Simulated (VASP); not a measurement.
# TePb (Fm-3m) in VASP: notebook

The runs below take TePb through single point, with r2SCAN+D4, r2SCAN.

Program: VASP 6.6.1. These are calculated values, not measurements. Logs are shortened: lines on timing, memory, paths and dates and some standing lists are left out, and cuts for length are marked.

## 1. The cell of the first run

Symmetry: Fm-3m, No. 225, cubic system. The conventional cell has a = 6.505 Å, b = 6.505 Å, c = 6.505 Å, α = 90.00°, β = 90.00°, γ = 90.00°. Pb (site symmetry m-3m) has 6 Te at 3.25 Å within 4.3 Å. Within 4.3 Å of Te (site symmetry m-3m) lie 6 Pb at 3.25 Å.

## 2. Single point, r2SCAN+D4

POSCAR

```
TePb
1.0
    0.0000000000      3.2523979746      3.2523979746
    3.2523979746      0.0000000000      3.2523979746
    3.2523979746      3.2523979746      0.0000000000
Pb Te
1 1
Direct
    0.0000000000      0.0000000000      0.0000000000
    0.5000000000      0.5000000000      0.5000000000
```

INCAR.step1

```
SYSTEM = TePb
PREC = Accurate
ENCUT = 520
ISMEAR = -1
SIGMA = 0.05
LREAL = .False.
LASPH = .True.
NELM = 60
NBANDS = 17
GGA = PE
ALGO = Normal
EDIFF = 1E-4
LWAVE = .True.
LCHARG = .False.
```

INCAR.step2

```
SYSTEM = TePb
PREC = Accurate
ENCUT = 520
EDIFF = 1E-7
ISMEAR = -1
SIGMA = 0.05
LREAL = .False.
LASPH = .True.
NELM = 60
ALGO = Normal
ISIF = 2
LWAVE = .False.
LCHARG = .True.
METAGGA = R2SCAN
LMIXTAU = .True.
IVDW = 13
VDW_S6 = 1.0
VDW_S8 = 0.6018749
VDW_A1 = 0.51559235
VDW_A2 = 5.77342911
LELF = .True.
LVHAR = .True.
NBANDS = 17
ISTART = 1
```

KPOINTS

```
Automatic mesh
0
Gamma
  7 7 7
  0 0 0
```

Potentials or basis: VASP PAW PBE potentials, release 64 (Pb_d, Te).

Launch:

```
cat potpaw_PBE.64/Pb_d/POTCAR potpaw_PBE.64/Te/POTCAR > POTCAR
cp INCAR.step1 INCAR
mpirun -np 1 vasp_std > vasp.out
cp INCAR.step2 INCAR
mpirun -np 1 vasp_std > vasp.out
```

OUTCAR:

```text
SYSTEM = TePb
   PREC = Accurate
   ENCUT = 520
   EDIFF = 1E-7
   ISMEAR = -1
   LREAL = .False.
   LASPH = .True.
   NELM = 60
   ISIF = 2
   METAGGA = R2SCAN
   IVDW = 13
   ISTART = 1

 ion  position               nearest neighbor table
   1  0.000  0.000  0.000-   2 3.25   2 3.25   2 3.25   2 3.25   2 3.25   2 3.25
   2  0.500  0.500  0.500-   1 3.25   1 3.25   1 3.25   1 3.25   1 3.25   1 3.25

  LATTYP: Found a face centered cubic cell.
 ALAT       =     6.5047959492

  Lattice vectors:

 A1 = (   0.0000000000,   3.2523979746,   3.2523979746)
 A2 = (   3.2523979746,   0.0000000000,   3.2523979746)
 A3 = (   3.2523979746,   3.2523979746,   0.0000000000)

Analysis of symmetry for initial positions (statically):
=====================================================================
 Subroutine PRICEL returns:
 Original cell was already a primitive cell.

 Routine SETGRP: Setting up the symmetry group for a
 face centered cubic supercell.

 Subroutine GETGRP returns: Found 48 space group operations
 (whereof 48 operations were pure point group operations)
 out of a pool of 48 trial point group operations.

The static configuration has the point symmetry O_h .

Analysis of symmetry for dynamics (positions and initial velocities):
=====================================================================
 Subroutine PRICEL returns:
 Original cell was already a primitive cell.

 Routine SETGRP: Setting up the symmetry group for a
 face centered cubic supercell.

 Subroutine GETGRP returns: Found 48 space group operations
 (whereof 48 operations were pure point group operations)
 out of a pool of 48 trial point group operations.

The dynamic configuration has the point symmetry O_h .

 Subroutine INISYM returns: Found 48 space group operations
 (whereof 48 operations are pure point group operations),
 and found     1 'primitive' translations

----------------------------------------------------------------------------------------

                                     Primitive cell

  volume of cell :      68.8083

  direct lattice vectors                    reciprocal lattice vectors
     0.000000000  3.252397975  3.252397975    -0.153732724  0.153732724  0.153732724
     3.252397975  0.000000000  3.252397975     0.153732724 -0.153732724  0.153732724
     3.252397975  3.252397975  0.000000000     0.153732724  0.153732724 -0.153732724

  length of vectors
     4.599585326  4.599585326  4.599585326     0.266272889  0.266272889  0.266272889

  position of ions in fractional coordinates (direct lattice)
     0.000000000  0.000000000  0.000000000
     0.500000000  0.500000000  0.500000000

  ion indices of the primitive-cell ions
   primitive index   ion index
                 1           1
                 2           2

----------------------------------------------------------------------------------------

 KPOINTS: Automatic mesh

Automatic generation of k-mesh.
 Grid dimensions read from file:
 generate k-points for:    7    7    7

 Generating k-lattice:

  Cartesian coordinates                     Fractional coordinates (reciprocal lattice)
    -0.021961818  0.021961818  0.021961818     0.142857143  0.000000000  0.000000000
     0.021961818 -0.021961818  0.021961818     0.000000000  0.142857143  0.000000000
     0.021961818  0.021961818 -0.021961818     0.000000000  0.000000000  0.142857143

  Length of vectors
     0.038038984  0.038038984  0.038038984

  Shift w.r.t. Gamma in fractional coordinates (k-lattice)
     0.000000000  0.000000000  0.000000000

 Subroutine IBZKPT returns following result:
 ===========================================

 Found     20 irreducible k-points:

 Following reciprocal coordinates:
            Coordinates               Weight
  0.000000  0.000000  0.000000      1.000000
  0.142857  0.000000  0.000000      8.000000
  0.285714  0.000000  0.000000      8.000000
  0.428571  0.000000  0.000000      8.000000
  0.142857  0.142857  0.000000      6.000000
  0.285714  0.142857  0.000000     24.000000
[... 12 lines left out ...]
 -0.428571  0.428571  0.142857     24.000000
 -0.285714  0.428571  0.142857     24.000000
   k-points           NKPTS =     20   k-points in BZ     NKDIM =     20   number of bands    NBANDS=     17
   number of dos      NEDOS =    301   number of ions     NIONS =      2
   total plane-waves  NPLWV =  46656
   dimension x,y,z NGX =    36 NGY =   36 NGZ =   36
   dimension x,y,z NGXF=    72 NGYF=   72 NGZF=   72
   ions per type =               1   1
   NGX,Y,Z   is equivalent  to a cutoff of  13.01, 13.01, 13.01 a.u.
   NGXF,Y,Z  is equivalent  to a cutoff of  26.02, 26.02, 26.02 a.u.
 SYSTEM =  TePb
   PREC   = accura    normal or accurate (medium, high low for compatibility)
   ISTART =      1    job   : 0-new  1-cont  2-samecut
   ICHARG =      0    charge: 1-file 2-atom 10-const
   ISPIN  =      1    spin polarized calculation?
   LNONCOLLINEAR =      F non collinear calculations
   LSORBIT =      F    spin-orbit coupling
   LASPH  =      T    aspherical Exc in radial PAW
   ENCUT  =  520.0 eV  38.22 Ry    6.18 a.u.   8.55  8.55  8.55*2*pi/ulx,y,z
   NELM   =     60;   NELMIN=  2; NELMDL=  0     # of ELM steps
   EDIFF  = 0.1E-06   stopping-criterion for ELM
   LREAL  =      F    real-space projection
   EDIFFG = 0.1E-05   stopping-criterion for IOM
   NSW    =      0    number of steps for IOM
   IBRION =     -1    ionic relax: 0-MD 1-quasi-New 2-CG
   NFREE  =      0    steps in history (QN), initial steepest desc. (CG)
   ISIF   =      2    stress and relaxation
   ISYM   =      2    0-nonsym 1-usesym 2-fastsym
   POTIM  = 0.5000    time-step for ionic-motion
   TEBEG  =    0.0;   TEEND  =   0.0 temperature during run
   PSTRESS=    0.0 pullay stress
   NELECT =      20.0000    total number of electrons
   NUPDOWN=      -1.0000    fix difference up-down
   EMIN   =  10.00;   EMAX   =-10.00  energy-range for DOS
   EFERMI =   0.00;   METHOD = LEGACY
   ISMEAR =    -1;   SIGMA  =   0.05  broadening in eV -4-tet -1-fermi 0-gaus
   EFERMI_NEDOS =   21; number of points for ismear=-14 and -15
   IALGO  =     38    algorithm
   IMIX   =      4    mixing-type and parameters
     AMIX     =   0.40;   BMIX     =  1.00
     AMIX_MAG =   1.60;   BMIX_MAG =  1.00
  volume/ion in A,a.u.               =      34.40       232.17
  Fermi-wavevector in a.u.,A,eV,Ry     =   1.084437  2.049290 16.000512  1.176004
  Thomas-Fermi vector in A             =   2.220527
   LORBIT       =      0    0 simple, 1 ext, 2 COOP (PROOUT), +10 PAW based schemes
   METAGGA = R2SCAN    functional components
   LHFCALC =     F    Hartree Fock is set to
   AEXX    =    0.0000 exact exchange contribution
   IVDW    =    13    specifies the selected vdW correction
   LEPSILON=     F    determine dielectric tensor
   LRPA    =     F    only Hartree local field effects (RPA)
 non-spin polarized calculation
  energy-cutoff  :      520.00
  volume of cell :       68.81
 maximum number of plane-waves:      1868
 NGX is ok and might be reduce to    36
   NGX = 17   NGY = 17   NGZ = 17

 number of electron      20.0000003 magnetization

 Free energy of the ion-electron system (eV)
  ---------------------------------------------------
  ext. energy  EPLUGINS =         0.00000000
  ---------------------------------------------------
  free energy    TOTEN  =       -82.70478790 eV

  energy without entropy =      -82.70478773  energy(sigma->0) =      -82.70478782

 E-fermi :   5.8203     XC(G=0):  -9.7210

 val. band max:        5.1666525708   @ k =   0.4286   0.0000   0.0000
 cond. band min:       6.4666766703   @ k =   0.4286   0.0000   0.0000
 fundamental gap:      1.3000240995
 Fermi energy:         5.8203158195

 k-point     1 :       0.0000    0.0000    0.0000
  band No.  band energies     occupation
      1     -12.0866      2.00000
      2     -12.0866      2.00000
      3     -12.0763      2.00000
      4     -12.0763      2.00000
      5     -12.0763      2.00000
      6      -7.0927      2.00000
[... 9 lines left out ...]
     16      11.4826      0.00000
     17      13.1443      0.00000

 k-point     2 :       0.1429    0.0000    0.0000
  band No.  band energies     occupation
      1     -12.0890      2.00000
      2     -12.0890      2.00000
      3     -12.0758      2.00000
      4     -12.0737      2.00000
      5     -12.0737      2.00000
      6      -6.9144      2.00000
[... 9 lines left out ...]
     16      11.8673      0.00000
     17      14.4466      0.00000

 k-point     3 :       0.2857    0.0000    0.0000
  band No.  band energies     occupation
      1     -12.0955      2.00000
      2     -12.0955      2.00000
      3     -12.0748      2.00000
      4     -12.0668      2.00000
      5     -12.0668      2.00000
      6      -6.4112      2.00000
[... 9 lines left out ...]
     16      12.9129      0.00000
     17      16.5461      0.00000

 k-point     4 :       0.4286    0.0000    0.0000
  band No.  band energies     occupation
      1     -12.1009      2.00000
      2     -12.1009      2.00000
      3     -12.0740      2.00000
      4     -12.0611      2.00000
      5     -12.0611      2.00000
      6      -5.7742      2.00000
[... 9 lines left out ...]
     16      14.4435      0.00000
     17      15.7213      0.00000
[... 263 lines left out ...]
      1     -12.1187      2.00000
      2     -12.0927      2.00000
      3     -12.0719      2.00000
      4     -12.0646      2.00000
      5     -12.0576      2.00000
      6      -5.4953      2.00000
[... 9 lines left out ...]
     16      15.1589      0.00000
     17      16.2122      0.00000

 k-point    19 :      -0.4286    0.4286    0.1429
  band No.  band energies     occupation
      1     -12.1356      2.00000
      2     -12.0838      2.00000
      3     -12.0790      2.00000
      4     -12.0591      2.00000
      5     -12.0535      2.00000
      6      -5.3914      2.00000
[... 9 lines left out ...]
     16      15.9484      0.00000
     17      16.7176      0.00000

 k-point    20 :      -0.2857    0.4286    0.1429
  band No.  band energies     occupation
      1     -12.1293      2.00000
      2     -12.0892      2.00000
      3     -12.0720      2.00000
      4     -12.0655      2.00000
      5     -12.0536      2.00000
      6      -5.2597      2.00000
[... 9 lines left out ...]
     16      16.0893      0.00000
     17      16.5813      0.00000

------------------------ aborting loop because EDIFF is reached ----------------------------------------

  DFT-D4 for vdW energy calculation

  Edisp (eV):   -0.28239

  FORCE on cell =-STRESS in cart. coord.  units (eV):
  Direction    XX          YY          ZZ          XY          YZ          ZX
  --------------------------------------------------------------------------------------
  -------------------------------------------------------------------------------------
  Total       0.01573     0.01573     0.01573    -0.00000     0.00000    -0.00000
  in kB       0.36622     0.36622     0.36622    -0.00000     0.00000    -0.00000
  external pressure =        0.37 kB  Pullay stress =        0.00 kB

 VOLUME and BASIS-vectors are now :
 -----------------------------------------------------------------------------
  energy-cutoff  :      520.00
  volume of cell :       68.81
      direct lattice vectors                 reciprocal lattice vectors
     0.000000000  3.252397975  3.252397975    -0.153732724  0.153732724  0.153732724
     3.252397975  0.000000000  3.252397975     0.153732724 -0.153732724  0.153732724
     3.252397975  3.252397975  0.000000000     0.153732724  0.153732724 -0.153732724

 POSITION                                       TOTAL-FORCE (eV/Angst)
 -----------------------------------------------------------------------------------
      0.00000      0.00000      0.00000         0.000000     -0.000000      0.000000
      3.25240      3.25240      3.25240        -0.000000      0.000000     -0.000000
 -----------------------------------------------------------------------------------
    total drift:                               -0.000000      0.000000      0.000000

  FREE ENERGIE OF THE ION-ELECTRON SYSTEM (eV)
  ---------------------------------------------------
  free  energy   TOTEN  =       -82.9871828346 eV

  energy  without entropy=      -82.9871826715  energy(sigma->0) =      -82.98718275
```

Wall time 2.9 min (1 thread of AMD EPYC 7R43 (Zen 3), shared host); peak memory 0.18 GiB.

What came out:

```yaml
Free_energy: -82.9872 eV
Pressure: 0.0 GPa
Dispersion_energy_per_atom: -0.141 eV
```

Levels at points of the mesh, in eV from the Fermi level:
| k point | band 8 | band 9 | band 10 | band 11 | band 12 | band 13 |
| --- | --- | --- | --- | --- | --- | --- |
| (0.00, 0.00, 0.00) | -1.98 | -1.98 | -1.98 | 3.76 | 3.76 | 3.76 |

Caveat: this odd mesh misses L, where the gap lies, so gap, dielectric constants and Born charges aren't listed; the PAW data sets were made with another functional, which shifts forces and pressure a little; spin-orbit coupling is left out, which moves the levels of the heavy elements.

[end of part 1 of 2]
